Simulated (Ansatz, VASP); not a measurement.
## MoSe: VASP beside Ansatz

Contents of INCAR:

```
ALGO     = Normal         # electronic algorithm
EDIFF    = 1E-6           # SCF threshold, eV
ENCUT    = 500            # plane-wave cutoff, eV
GGA      = PE             # functional
GGA_COMPAT= False        
ISIF     = 2              # what is computed and relaxed
ISMEAR   = 0              # smearing method
LASPH    = True           # aspherical terms in the spheres
LCHARG   = False          # write CHGCAR
LDAU     = True           # DFT+U
LDAUJ    = 0 0          
LDAUL    = 2 -1           # shell
LDAUPRINT= 1            
LDAUTYPE = 2            
LDAUU    = 4.38 0         # U, eV
LMAXMIX  = 4              # l up to which the mixer works
LREAL    = False          # projectors in reciprocal space
LWAVE    = False          # write WAVECAR
NBANDS   = 17             # bands
NELM     = 200            # most SCF steps
PREC     = Accurate       # precision mode
SIGMA    = 0.1            # smearing width, eV
```

File KPOINTS:

```
k-points
0
Gamma
  12 12 12
```

Contents of POSCAR:

```
MoSe
1.0
    0.0000000000      2.9563724150      2.9563724150
    2.9563724150      0.0000000000      2.9563724150
    2.9563724150      2.9563724150      0.0000000000
Mo Se
1 1
Direct
    0.0000000000      0.0000000000      0.0000000000
    0.5000000000      0.5000000000      0.5000000000
```

Input for Ansatz:

```yaml
crystal:
  lattice:
    - [0.0, 2.956372415, 2.956372415]
    - [2.956372415, 0.0, 2.956372415]
    - [2.956372415, 2.956372415, 0.0]
  atoms:
    - { symbol: Mo, position: [0.0, 0.0, 0.0] }
    - { symbol: Se, position: [0.5, 0.5, 0.5] }
basis:
  ecutwfc: 420
kpoints:
  mp_grid: { grid: [12, 12, 12] }
hamiltonian:
  xc: pbe
  hubbard: { sites: [{ species: Mo, l: d, u_eff: 4.38 }] }
scf:
  occupations: { method: gaussian, width: 0.1 }
output:
  forces: true
  stress: true
  eigenvalues: true
```

Alike in both runs: task single point; functional PBE; k mesh 12 × 12 × 12; occupations gaussian, width 0.1 eV; no spin polarisation; Hubbard terms Mo d U = 4.38 eV.

|  | VASP | Ansatz |
| --- | --- | --- |
| version | VASP 6.6.1 | Ansatz 0.2.0 |
| potentials or method | VASP PAW PBE potentials, release 64 (Mo_sv, Se), cutoff 500 eV | scalar-relativistic, plane waves, PAW |
| valence electrons in the cell | 20 | 30 |

```csv
,VASP,Ansatz,Ansatz less VASP
gap on the k mesh at the Fermi level (eV),none,none,-
pressure (GPa),-16.5,-16.3,+0.20
```

The programs project onto different local orbitals, so the same U acts differently, and such runs can settle in different states. A gap of «none» marks a metal or a gap that the smearing closes. VASP's potentials hold 20 valence electrons a cell and Ansatz's 30, so a difference there can come from the potentials and not from the codes. Ansatz's warnings: filled band counts differ across k points.
